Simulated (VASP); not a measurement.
# Sb (P4/mmm) in VASP: notebook, part 2 of 2

VASP 6.6.1. The steps go on from the part before.

## Step 3: Single point, PBE (z stretched by +4 % at fixed volume)

File INCAR:

```
  PREC = Accurate
  ENCUT = 520
  EDIFF = 1E-6
  ISMEAR = -1
  SIGMA = 0.05
  LREAL = False
  LASPH = True
  NELM = 100
  ALGO = Normal
  ISIF = 2
  LWAVE = False
  LCHARG = False
  GGA = PE
  NBANDS = 8
```

File KPOINTS:

```
Automatic mesh
0
Gamma
  13 13 13
```

File POSCAR:

```
Sb
1.0
    3.0986349352      0.0000000000      0.0000000000
    0.0000000000      3.0986349352      0.0000000000
    0.0000000000      0.0000000000      3.2864000000
Sb
1
Direct
    0.0000000000      0.0000000000      0.0000000000
```

Potentials or basis: VASP PAW PBE potentials, release 64 (Sb).

Command:

```bash
$ cat potpaw_PBE.64/Sb/POTCAR > POTCAR
$ mpirun -np 1 vasp_std > vasp.out
```

OUTCAR:

```text
PREC = Accurate
   ENCUT = 520
   EDIFF = 1E-6
   ISMEAR = -1
   LREAL = False
   LASPH = True
   NELM = 100
   ISIF = 2
   GGA = PE

 ion  position               nearest neighbor table
   1  0.000  0.000  0.000-

  LATTYP: Found a simple tetragonal cell.
 ALAT       =     3.0986349352
 C/A-ratio  =     1.0605960588

  Lattice vectors:

 A1 = (   3.0986349352,   0.0000000000,   0.0000000000)
 A2 = (   0.0000000000,   3.0986349352,   0.0000000000)
 A3 = (   0.0000000000,   0.0000000000,   3.2864000000)

Analysis of symmetry for initial positions (statically):
=====================================================================
 Subroutine PRICEL returns:
 Original cell was already a primitive cell.

 Routine SETGRP: Setting up the symmetry group for a
 simple tetragonal supercell.

 Subroutine GETGRP returns: Found 16 space group operations
 (whereof 16 operations were pure point group operations)
 out of a pool of 16 trial point group operations.

The static configuration has the point symmetry D_4h.

Analysis of symmetry for dynamics (positions and initial velocities):
=====================================================================
 Subroutine PRICEL returns:
 Original cell was already a primitive cell.

 Routine SETGRP: Setting up the symmetry group for a
 simple tetragonal supercell.

 Subroutine GETGRP returns: Found 16 space group operations
 (whereof 16 operations were pure point group operations)
 out of a pool of 16 trial point group operations.

The dynamic configuration has the point symmetry D_4h.

 Subroutine INISYM returns: Found 16 space group operations
 (whereof 16 operations are pure point group operations),
 and found     1 'primitive' translations

----------------------------------------------------------------------------------------

                                     Primitive cell

  volume of cell :      31.5545

  direct lattice vectors                    reciprocal lattice vectors
     3.098634935  0.000000000  0.000000000     0.322722754  0.000000000  0.000000000
     0.000000000  3.098634935  0.000000000     0.000000000  0.322722754  0.000000000
     0.000000000  0.000000000  3.286400000     0.000000000  0.000000000  0.304284323

  length of vectors
     3.098634935  3.098634935  3.286400000     0.322722754  0.322722754  0.304284323

  position of ions in fractional coordinates (direct lattice)
     0.000000000  0.000000000  0.000000000

  ion indices of the primitive-cell ions
   primitive index   ion index
                 1           1

----------------------------------------------------------------------------------------

 KPOINTS: Automatic mesh

Automatic generation of k-mesh.
 Grid dimensions read from file:
 generate k-points for:   13   13   13

 Generating k-lattice:

  Cartesian coordinates                     Fractional coordinates (reciprocal lattice)
     0.024824827  0.000000000  0.000000000     0.076923077  0.000000000  0.000000000
     0.000000000  0.024824827  0.000000000     0.000000000  0.076923077  0.000000000
     0.000000000  0.000000000  0.023406486     0.000000000  0.000000000  0.076923077

  Length of vectors
     0.024824827  0.024824827  0.023406486

  Shift w.r.t. Gamma in fractional coordinates (k-lattice)
     0.000000000  0.000000000  0.000000000

 Subroutine IBZKPT returns following result:
 ===========================================

 Found    196 irreducible k-points:

 Following reciprocal coordinates:
            Coordinates               Weight
  0.000000  0.000000  0.000000      1.000000
  0.076923  0.000000  0.000000      4.000000
  0.153846  0.000000  0.000000      4.000000
  0.230769  0.000000  0.000000      4.000000
  0.307692  0.000000  0.000000      4.000000
  0.384615  0.000000  0.000000      4.000000
[... 16 lines left out ...]
  0.307692  0.307692  0.000000      4.000000
  0.384615  0.307692  0.000000      8.000000
 [... further k-points ...]
   k-points           NKPTS =    196   k-points in BZ     NKDIM =    196   number of bands    NBANDS=      8
   number of dos      NEDOS =    301   number of ions     NIONS =      1
   total plane-waves  NPLWV =  13824
   dimension x,y,z NGX =    24 NGY =   24 NGZ =   24
   dimension x,y,z NGXF=    48 NGYF=   48 NGZF=   48
   ions per type =               1
   NGX,Y,Z   is equivalent  to a cutoff of  12.88, 12.88, 12.14 a.u.
   NGXF,Y,Z  is equivalent  to a cutoff of  25.75, 25.75, 24.28 a.u.
 SYSTEM =  unknown system
   PREC   = accura    normal or accurate (medium, high low for compatibility)
   ISTART =      0    job   : 0-new  1-cont  2-samecut
   ICHARG =      2    charge: 1-file 2-atom 10-const
   ISPIN  =      1    spin polarized calculation?
   LNONCOLLINEAR =      F non collinear calculations
   LSORBIT =      F    spin-orbit coupling
   LASPH  =      T    aspherical Exc in radial PAW
   ENCUT  =  520.0 eV  38.22 Ry    6.18 a.u.   5.76  5.76  6.11*2*pi/ulx,y,z
   NELM   =    100;   NELMIN=  2; NELMDL= -5     # of ELM steps
   EDIFF  = 0.1E-05   stopping-criterion for ELM
   LREAL  =      F    real-space projection
   EDIFFG = 0.1E-04   stopping-criterion for IOM
   NSW    =      0    number of steps for IOM
   IBRION =     -1    ionic relax: 0-MD 1-quasi-New 2-CG
   NFREE  =      0    steps in history (QN), initial steepest desc. (CG)
   ISIF   =      2    stress and relaxation
   ISYM   =      2    0-nonsym 1-usesym 2-fastsym
   POTIM  = 0.5000    time-step for ionic-motion
   TEBEG  =    0.0;   TEEND  =   0.0 temperature during run
   PSTRESS=    0.0 pullay stress
   NELECT =       5.0000    total number of electrons
   NUPDOWN=      -1.0000    fix difference up-down
   EMIN   =  10.00;   EMAX   =-10.00  energy-range for DOS
   EFERMI =   0.00;   METHOD = LEGACY
   ISMEAR =    -1;   SIGMA  =   0.05  broadening in eV -4-tet -1-fermi 0-gaus
   EFERMI_NEDOS =   21; number of points for ismear=-14 and -15
   IALGO  =     38    algorithm
   IMIX   =      4    mixing-type and parameters
     AMIX     =   0.40;   BMIX     =  1.00
     AMIX_MAG =   1.60;   BMIX_MAG =  1.00
  volume/ion in A,a.u.               =      31.55       212.94
  Fermi-wavevector in a.u.,A,eV,Ry     =   0.885886  1.674081 10.677766  0.784794
  Thomas-Fermi vector in A             =   2.006979
   LORBIT       =      0    0 simple, 1 ext, 2 COOP (PROOUT), +10 PAW based schemes
   GGA     = PE    functional components
   LHFCALC =     F    Hartree Fock is set to
   AEXX    =    0.0000 exact exchange contribution
   IVDW    =     0    specifies the selected vdW correction
   LEPSILON=     F    determine dielectric tensor
   LRPA    =     F    only Hartree local field effects (RPA)
 non-spin polarized calculation
  energy-cutoff  :      520.00
  volume of cell :       31.55
 maximum number of plane-waves:       866
 NGX is ok and might be reduce to    24
   NGX = 11   NGY = 11   NGZ = 13

 number of electron       4.9999999 magnetization

 Free energy of the ion-electron system (eV)
  ---------------------------------------------------
  ext. energy  EPLUGINS =         0.00000000
  ---------------------------------------------------
  free energy    TOTEN  =        -4.06671382 eV

  energy without entropy =       -4.06284324  energy(sigma->0) =       -4.06477853

 E-fermi :   6.4624     XC(G=0):  -9.3828

 val. band max:        6.4442940692   @ k =   0.3846   0.0769   0.2308
 cond. band min:       6.4772978118   @ k =   0.2308   0.2308   0.1538
 fundamental gap:      0.0330037426
 Fermi energy:         6.4624444856

 k-point     1 :       0.0000    0.0000    0.0000
  band No.  band energies     occupation
      1      -5.5518      2.00000
      2       8.5704      0.00000
      3      10.0810      0.00000
      4      10.0810      0.00000
      5      12.6441      0.00000
      6      13.6674      0.00000
      7      14.7347      0.00000
      8      23.5220      0.00000

 k-point     2 :       0.0769    0.0000    0.0000
  band No.  band energies     occupation
      1      -5.4653      2.00000
      2       8.6548      0.00000
      3       9.0103      0.00000
      4      10.1666      0.00000
      5      12.7347      0.00000
      6      14.0946      0.00000
      7      15.5408      0.00000
      8      22.5602      0.00000
[... 221 lines left out ...]
 k-point    23 :       0.3077    0.3077    0.0000
  band No.  band energies     occupation
      1      -2.9219      2.00000
      2       4.5448      2.00000
      3       5.0441      2.00000
      4      10.9504      0.00000
      5      12.7738      0.00000
      6      15.2827      0.00000
      7      19.3209      0.00000
      8      19.6076      0.00000

 k-point    24 :       0.3846    0.3077    0.0000
  band No.  band energies     occupation
      1      -2.3010      2.00000
      2       3.3558      2.00000
      3       5.3452      2.00000
      4      11.4206      0.00000
      5      11.6235      0.00000
      6      15.9103      0.00000
      7      18.4788      0.00000
      8      19.1174      0.00000

 [... further k-points ...]
[... 5 lines left out ...]
  --------------------------------------------------------------------------------------
  -------------------------------------------------------------------------------------
  Total       -0.0476490     -0.0476490     -1.2224622      0.0000000      0.0000000      0.0000000
  in kB       -2.4193735     -2.4193735    -62.0704326      0.0000000      0.0000000      0.0000000
  external PRESSURE =     -22.3030599 kB  Pullay stress =       0.0000000 kB

 VOLUME and BASIS-vectors are now :
 -----------------------------------------------------------------------------
  energy-cutoff  :      520.00
  volume of cell :       31.55
      direct lattice vectors                 reciprocal lattice vectors
     3.098634935  0.000000000  0.000000000     0.322722754  0.000000000  0.000000000
     0.000000000  3.098634935  0.000000000     0.000000000  0.322722754  0.000000000
     0.000000000  0.000000000  3.286400000     0.000000000  0.000000000  0.304284323

 POSITION                                       TOTAL-FORCE (eV/Angst)
 -----------------------------------------------------------------------------------
      0.00000      0.00000      0.00000         0.000000      0.000000      0.000000
 -----------------------------------------------------------------------------------
    total drift:                                0.000000      0.000000      0.000000

  FREE ENERGIE OF THE ION-ELECTRON SYSTEM (eV)
  ---------------------------------------------------
  free  energy   TOTEN  =        -4.0667138240 eV

  energy  without entropy=       -4.0628432380  energy(sigma->0) =       -4.06477853
```

OSZICAR:

```text
N       E                     dE             d eps       ncg     rms          rms(c)
DAV:   1     0.530793068957E+01    0.53079E+01   -0.16033E+03  3136   0.402E+02
DAV:   2    -0.394646395030E+01   -0.92544E+01   -0.88586E+01  4560   0.517E+01
DAV:   3    -0.406157012252E+01   -0.11511E+00   -0.11486E+00  3736   0.653E+00
DAV:   4    -0.406207290567E+01   -0.50278E-03   -0.50278E-03  4936   0.524E-01
DAV:   5    -0.406207473706E+01   -0.18314E-05   -0.18315E-05  4000   0.198E-02    0.177E+00
DAV:   6    -0.406476440366E+01   -0.26897E-02   -0.11231E-03  4232   0.207E-01    0.105E+00
DAV:   7    -0.406665296505E+01   -0.18886E-02   -0.26672E-03  3608   0.314E-01    0.776E-02
DAV:   8    -0.406670991849E+01   -0.56953E-04   -0.92609E-05  4544   0.650E-02    0.751E-03
DAV:   9    -0.406671341385E+01   -0.34954E-05   -0.26766E-06  4192   0.105E-02    0.226E-03
DAV:  10    -0.406671382405E+01   -0.41020E-06   -0.83474E-07  4104   0.486E-03
   1 F= -.40667138E+01 E0= -.40647785E+01  d E =-.387059E-02
```

Wall time 13 s (1 thread of Intel Xeon Platinum 8488C (Sapphire Rapids), shared host); peak memory 0.17 GiB.

Results:

| Item | Value |
| --- | --- |
| Free energy | -4.0667 eV |
| Pressure | -2.2 GPa |
| Band gap on the k mesh | zero (an odd number of electrons rules out a gap without spin polarisation) |

Levels at points of the mesh, in eV from the Fermi level:
```tsv
k point	band 1	band 2	band 3	band 4	band 5	band 6	band 7
(0.00, 0.00, 0.00)	-12.01	2.11	3.62	3.62	6.18	7.20	8.27
```

Caveat: spin-orbit coupling is left out, which moves the levels of the heavy elements.
